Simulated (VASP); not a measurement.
# WAu in VASP: a series of runs

WAu is run at these levels: PBE; tasks: single point.

Everything below comes from runs of VASP 6.6.1. Logs are shortened: lines on timing, memory, paths and dates and some standing lists are left out, and cuts for length are marked.

## (1) The cell of the first run

The typed cell holds 4 atoms: a = 3.942 Å, b = 3.942 Å, c = 4.289 Å, α = 90.00°, β = 90.00°, γ = 90.00°.

## (2) Single point, PBE

INCAR reads:

```
SYSTEM = WAu
PREC = Accurate
ENCUT = 520
EDIFF = 1E-7
ISMEAR = 0
SIGMA = 0.1
LREAL = .FALSE.
LASPH = .TRUE.
NELM = 60
ALGO = Normal
ISIF = 2
LWAVE = .FALSE.
LCHARG = .TRUE.
GGA = PE
LELF = .TRUE.
LVHAR = .TRUE.
NBANDS = 33
```

KPOINTS reads:

```
regular mesh
0
G
  4 4 4
  0 0 0
```

POSCAR reads:

```
WAu
1.0
    3.9420846892      0.0000000000      0.0000000000
    0.0000000000      3.9420846892      0.0000000000
    0.0000000000      0.0000000000      4.2892720367
W Au
2 2
Direct
    0.0000000000      0.5000000000      0.4995812690
    0.5000000000      0.0000000000      0.5004187310
    0.0000000000      0.0000000000      0.0000000000
    0.5000000000      0.5000000000      0.0000000000
```

Potentials or basis: VASP PAW PBE potentials, release 64 (W_sv, Au).

On the command line:

```
$ cat potpaw_PBE.64/W_sv/POTCAR potpaw_PBE.64/Au/POTCAR > POTCAR
$ mpirun -np 1 vasp_std > vasp.out
```

OUTCAR:

```text
SYSTEM = WAu
   PREC = Accurate
   ENCUT = 520
   EDIFF = 1E-7
   ISMEAR = 0
   LREAL = .FALSE.
   LASPH = .TRUE.
   NELM = 60
   ISIF = 2
   GGA = PE

 ion  position               nearest neighbor table
   1  0.000  0.500  0.500-   2 2.79   2 2.79   2 2.79   2 2.79   3 2.91   4 2.91   4 2.91   3 2.91
                             4 2.91   3 2.91   4 2.91   3 2.91
   2  0.500  0.000  0.500-   1 2.79   1 2.79   1 2.79   1 2.79   4 2.91   4 2.91   3 2.91   3 2.91
                             3 2.91   4 2.91   3 2.91   4 2.91
   3  0.000  0.000  0.000-   4 2.79   4 2.79   4 2.79   4 2.79   2 2.91   2 2.91   1 2.91   1 2.91
                             2 2.91   2 2.91   1 2.91   1 2.91
   4  0.500  0.500  0.000-   3 2.79   3 2.79   3 2.79   3 2.79   2 2.91   1 2.91   1 2.91   2 2.91
                             2 2.91   2 2.91   1 2.91   1 2.91

  LATTYP: Found a simple tetragonal cell.
 ALAT       =     3.9420846892
 C/A-ratio  =     1.0880720164

  Lattice vectors:

 A1 = (   3.9420846892,   0.0000000000,   0.0000000000)
 A2 = (   0.0000000000,   3.9420846892,   0.0000000000)
 A3 = (   0.0000000000,   0.0000000000,   4.2892720367)

Analysis of symmetry for initial positions (statically):
=====================================================================
 Subroutine PRICEL returns:
 Original cell was already a primitive cell.

 Routine SETGRP: Setting up the symmetry group for a
 simple tetragonal supercell.

 Subroutine GETGRP returns: Found 16 space group operations
 (whereof  8 operations were pure point group operations)
 out of a pool of 16 trial point group operations.

The static configuration has the point symmetry D_2d.
 The point group associated with its full space group is D_4h.

Analysis of symmetry for dynamics (positions and initial velocities):
=====================================================================
 Subroutine PRICEL returns:
 Original cell was already a primitive cell.

 Routine SETGRP: Setting up the symmetry group for a
 simple tetragonal supercell.

 Subroutine GETGRP returns: Found 16 space group operations
 (whereof  8 operations were pure point group operations)
 out of a pool of 16 trial point group operations.

The dynamic configuration has the point symmetry D_2d.
 The point group associated with its full space group is D_4h.

 Subroutine INISYM returns: Found 16 space group operations
 (whereof  8 operations are pure point group operations),
 and found     1 'primitive' translations

----------------------------------------------------------------------------------------

                                     Primitive cell

  volume of cell :      66.6554

  direct lattice vectors                    reciprocal lattice vectors
     3.942084689  0.000000000  0.000000000     0.253672886  0.000000000  0.000000000
     0.000000000  3.942084689  0.000000000     0.000000000  0.253672886  0.000000000
     0.000000000  0.000000000  4.289272037     0.000000000  0.000000000  0.233139794

  length of vectors
     3.942084689  3.942084689  4.289272037     0.253672886  0.253672886  0.233139794

  position of ions in fractional coordinates (direct lattice)
     0.000000000  0.500000000  0.499581269
     0.500000000  0.000000000  0.500418731
     0.000000000  0.000000000  0.000000000
     0.500000000  0.500000000  0.000000000

  ion indices of the primitive-cell ions
   primitive index   ion index
                 1           1
                 2           2
                 3           3
                 4           4

----------------------------------------------------------------------------------------

 KPOINTS: regular mesh

Automatic generation of k-mesh.
 Grid dimensions read from file:
 generate k-points for:    4    4    4

 Generating k-lattice:

  Cartesian coordinates                     Fractional coordinates (reciprocal lattice)
     0.063418222  0.000000000  0.000000000     0.250000000  0.000000000  0.000000000
     0.000000000  0.063418222  0.000000000     0.000000000  0.250000000  0.000000000
     0.000000000  0.000000000  0.058284949     0.000000000  0.000000000  0.250000000

  Length of vectors
     0.063418222  0.063418222  0.058284949

  Shift w.r.t. Gamma in fractional coordinates (k-lattice)
     0.000000000  0.000000000  0.000000000

 Subroutine IBZKPT returns following result:
 ===========================================

 Found     18 irreducible k-points:

 Following reciprocal coordinates:
            Coordinates               Weight
  0.000000  0.000000  0.000000      1.000000
  0.250000  0.000000  0.000000      4.000000
  0.500000  0.000000  0.000000      2.000000
  0.250000  0.250000  0.000000      4.000000
  0.500000  0.250000  0.000000      4.000000
  0.500000  0.500000  0.000000      1.000000
[... 10 lines left out ...]
  0.500000  0.250000  0.500000      4.000000
  0.500000  0.500000  0.500000      1.000000
   k-points           NKPTS =     18   k-points in BZ     NKDIM =     18   number of bands    NBANDS=     33
   number of dos      NEDOS =    301   number of ions     NIONS =      4
   total plane-waves  NPLWV =  28800
   dimension x,y,z NGX =    30 NGY =   30 NGZ =   32
   dimension x,y,z NGXF=    60 NGYF=   60 NGZF=   64
   ions per type =               2   2
   NGX,Y,Z   is equivalent  to a cutoff of  12.65, 12.65, 12.40 a.u.
   NGXF,Y,Z  is equivalent  to a cutoff of  25.30, 25.30, 24.81 a.u.
 SYSTEM =  WAu
   PREC   = accura    normal or accurate (medium, high low for compatibility)
   ISTART =      0    job   : 0-new  1-cont  2-samecut
   ICHARG =      2    charge: 1-file 2-atom 10-const
   ISPIN  =      1    spin polarized calculation?
   LNONCOLLINEAR =      F non collinear calculations
   LSORBIT =      F    spin-orbit coupling
   LASPH  =      T    aspherical Exc in radial PAW
   ENCUT  =  520.0 eV  38.22 Ry    6.18 a.u.   7.33  7.33  7.98*2*pi/ulx,y,z
   NELM   =     60;   NELMIN=  2; NELMDL= -5     # of ELM steps
   EDIFF  = 0.1E-06   stopping-criterion for ELM
   LREAL  =      F    real-space projection
   EDIFFG = 0.1E-05   stopping-criterion for IOM
   NSW    =      0    number of steps for IOM
   IBRION =     -1    ionic relax: 0-MD 1-quasi-New 2-CG
   NFREE  =      0    steps in history (QN), initial steepest desc. (CG)
   ISIF   =      2    stress and relaxation
   ISYM   =      2    0-nonsym 1-usesym 2-fastsym
   POTIM  = 0.5000    time-step for ionic-motion
   TEBEG  =    0.0;   TEEND  =   0.0 temperature during run
   PSTRESS=    0.0 pullay stress
   NELECT =      50.0000    total number of electrons
   NUPDOWN=      -1.0000    fix difference up-down
   EMIN   =  10.00;   EMAX   =-10.00  energy-range for DOS
   EFERMI =   0.00;   METHOD = LEGACY
   ISMEAR =     0;   SIGMA  =   0.10  broadening in eV -4-tet -1-fermi 0-gaus
   EFERMI_NEDOS =   21; number of points for ismear=-14 and -15
   IALGO  =     38    algorithm
   IMIX   =      4    mixing-type and parameters
     AMIX     =   0.40;   BMIX     =  1.00
     AMIX_MAG =   1.60;   BMIX_MAG =  1.00
  volume/ion in A,a.u.               =      16.66       112.45
  Fermi-wavevector in a.u.,A,eV,Ry     =   1.487486  2.810942 30.104465  2.212616
  Thomas-Fermi vector in A             =   2.600641
   LORBIT       =      0    0 simple, 1 ext, 2 COOP (PROOUT), +10 PAW based schemes
   GGA     = PE    functional components
   LHFCALC =     F    Hartree Fock is set to
   AEXX    =    0.0000 exact exchange contribution
   IVDW    =     0    specifies the selected vdW correction
   LEPSILON=     F    determine dielectric tensor
   LRPA    =     F    only Hartree local field effects (RPA)
 non-spin polarized calculation
 Gauss-broadening in eV      SIGMA  =   0.10
  energy-cutoff  :      520.00
  volume of cell :       66.66
 maximum number of plane-waves:      1812
 NGX is ok and might be reduce to    30
   NGX = 15   NGY = 15   NGZ = 15

 number of electron      50.0000002 magnetization

 Free energy of the ion-electron system (eV)
  ---------------------------------------------------
  ext. energy  EPLUGINS =         0.00000000
  ---------------------------------------------------
  free energy    TOTEN  =       -30.39302373 eV

  energy without entropy =      -30.35359127  energy(sigma->0) =      -30.37330750

 E-fermi :  10.5123     XC(G=0): -13.1331

 val. band max:       10.5069434106   @ k =   0.5000   0.2500   0.2500
 cond. band min:      10.5459505126   @ k =   0.2500   0.2500   0.2500
 fundamental gap:      0.0390071020
 Fermi energy:        10.5123282468

 k-point     1 :       0.0000    0.0000    0.0000
  band No.  band energies     occupation
      1     -63.8103      2.00000
      2     -63.7176      2.00000
      3     -28.2028      2.00000
      4     -28.2028      2.00000
      5     -28.1249      2.00000
      6     -27.9657      2.00000
[... 25 lines left out ...]
     32      16.3262      0.00000
     33      18.1467      0.00000

 k-point     2 :       0.2500    0.0000    0.0000
  band No.  band energies     occupation
      1     -63.7966      2.00000
      2     -63.7311      2.00000
      3     -28.1205      2.00000
      4     -28.1113      2.00000
      5     -28.1022      2.00000
      6     -27.9897      2.00000
[... 25 lines left out ...]
     32      16.3342      0.00000
     33      17.3854      0.00000

 k-point     3 :       0.5000    0.0000    0.0000
  band No.  band energies     occupation
      1     -63.7638      2.00000
      2     -63.7638      2.00000
      3     -28.0466      2.00000
      4     -28.0466      2.00000
      5     -27.9043      2.00000
      6     -27.9043      2.00000
[... 25 lines left out ...]
     32      16.6698      0.00000
     33      18.3633      0.00000

 k-point     4 :       0.2500    0.2500    0.0000
  band No.  band energies     occupation
      1     -63.7869      2.00000
      2     -63.7405      2.00000
      3     -28.2515      2.00000
      4     -28.0862      2.00000
      5     -28.0067      2.00000
      6     -27.9357      2.00000
[... 457 lines left out ...]
     32      15.3972      0.00000
     33      15.5157      0.00000

 k-point    17 :       0.5000    0.2500    0.5000
  band No.  band energies     occupation
      1     -63.7636      2.00000
      2     -63.7636      2.00000
      3     -28.1782      2.00000
      4     -28.1782      2.00000
      5     -28.0503      2.00000
      6     -28.0503      2.00000
[... 25 lines left out ...]
     32      13.4241      0.00000
     33      17.2976      0.00000

 k-point    18 :       0.5000    0.5000    0.5000
  band No.  band energies     occupation
      1     -63.7635      2.00000
      2     -63.7635      2.00000
      3     -28.2949      2.00000
      4     -28.2949      2.00000
      5     -28.0484      2.00000
      6     -28.0484      2.00000
[... 25 lines left out ...]
     32      13.2302      0.00000
     33      16.1667      0.00000

------------------------ aborting loop because EDIFF is reached ----------------------------------------

  FORCE on cell =-STRESS in cart. coord.  units (eV):
  Direction    XX          YY          ZZ          XY          YZ          ZX
  --------------------------------------------------------------------------------------
  -------------------------------------------------------------------------------------
  Total        0.0681848      0.0681848     -0.0461955      0.0000000      0.0000000      0.0000000
  in kB        1.6389374      1.6389374     -1.1103878      0.0000000      0.0000000      0.0000000
  external PRESSURE =       0.7224957 kB  Pullay stress =       0.0000000 kB

 VOLUME and BASIS-vectors are now :
 -----------------------------------------------------------------------------
  energy-cutoff  :      520.00
  volume of cell :       66.66
      direct lattice vectors                 reciprocal lattice vectors
     3.942084689  0.000000000  0.000000000     0.253672886  0.000000000  0.000000000
     0.000000000  3.942084689  0.000000000     0.000000000  0.253672886  0.000000000
     0.000000000  0.000000000  4.289272037     0.000000000  0.000000000  0.233139794

 POSITION                                       TOTAL-FORCE (eV/Angst)
 -----------------------------------------------------------------------------------
      0.00000      1.97104      2.14284         0.000000      0.000000      0.019908
      1.97104      0.00000      2.14643        -0.000000      0.000000     -0.019908
      0.00000      0.00000      0.00000         0.000000     -0.000000      0.000000
      1.97104      1.97104      0.00000        -0.000000      0.000000      0.000000
 -----------------------------------------------------------------------------------
    total drift:                                0.000000      0.000000     -0.000000

  FREE ENERGIE OF THE ION-ELECTRON SYSTEM (eV)
  ---------------------------------------------------
  free  energy   TOTEN  =       -30.3930237259 eV

  energy  without entropy=      -30.3535912747  energy(sigma->0) =      -30.37330750
```

Run time: 74 s. Hardware: 1 thread of Intel Xeon 8259CL, shared host; peak memory 0.19 GiB.

Results:

```
Free energy            : -30.3930 eV
Pressure               : 0.1 GPa
Largest force          : 0.020 eV/Å
Band gap on the k mesh : zero (bands 25 and 26 overlap by 1.45 eV)
```

Forces on the atoms (eV/Å):
```
W    0.000  0.000  0.020
W    0.000  0.000 -0.020
Au   0.000  0.000  0.000
Au   0.000  0.000  0.000
```

Caveat: the k points lie up to 0.40 Å⁻¹ apart, too coarse for converged energies and pressures of a metal; spin-orbit coupling is left out, which moves the levels of the heavy elements.

(Continued in part 2 of 2.)

The gap in the log of VASP goes by the Fermi energy; the results here count the filled bands.